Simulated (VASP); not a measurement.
The system is SbS3.

```
Sb S
1.0
     4.95543    0.00000    0.00000
     0.00000    4.95543    0.00000
     0.00000    0.00000    4.95543
Sb S
1 3
Cartesian
  0.0000 0.0000 0.0000
  2.4777 0.0000 0.0000
  0.0000 2.4777 0.0000
  0.0000 0.0000 2.4777
```

```yaml
Program: VASP 6.6.1
Task: relaxation of cell and atoms
Functional: PBE
Potentials_or_basis: VASP PAW PBE potentials, release 64 (Sb, S)
Cutoff: 600 eV
k_mesh: 4 × 4 × 4
Occupations: gaussian, width 0.1 eV
Spin: no spin polarisation
```

At the start: pressure 3.4 GPa; volume 30.42 Å³/atom.

Q: How do energy, volume and symmetry change on relaxing?

A: Over 3 steps the energy falls by 21.2 meV/atom and the volume is 32.52 Å³/atom (+6.9 %); space group Pm-3m (No. 221, to 0.05 Å).

Step by step:
| step | energy change (eV) | largest force (eV/Å) | pressure (GPa) | volume (Å³) |
| --- | --- | --- | --- | --- |
| 1 | 0.0000 | 0.0000 | 3.44 | 121.69 |
| 2 | -0.0728 | 0.0000 | -1.08 | 133.57 |
| 3 | -0.0848 | 0.0000 | 0.01 | 130.08 |

Final structure:
```yaml
crystal:
  lattice:
    - [5.06689, 0.00000, 0.00000]
    - [0.00000, 5.06689, 0.00000]
    - [0.00000, 0.00000, 5.06689]
  atoms:
    - { symbol: Sb, position: [0.00000, 0.00000, 0.00000] }
    - { symbol: S, position: [0.50000, 0.00000, 0.00000] }
    - { symbol: S, position: [0.00000, 0.50000, 0.00000] }
    - { symbol: S, position: [0.00000, 0.00000, 0.50000] }
```
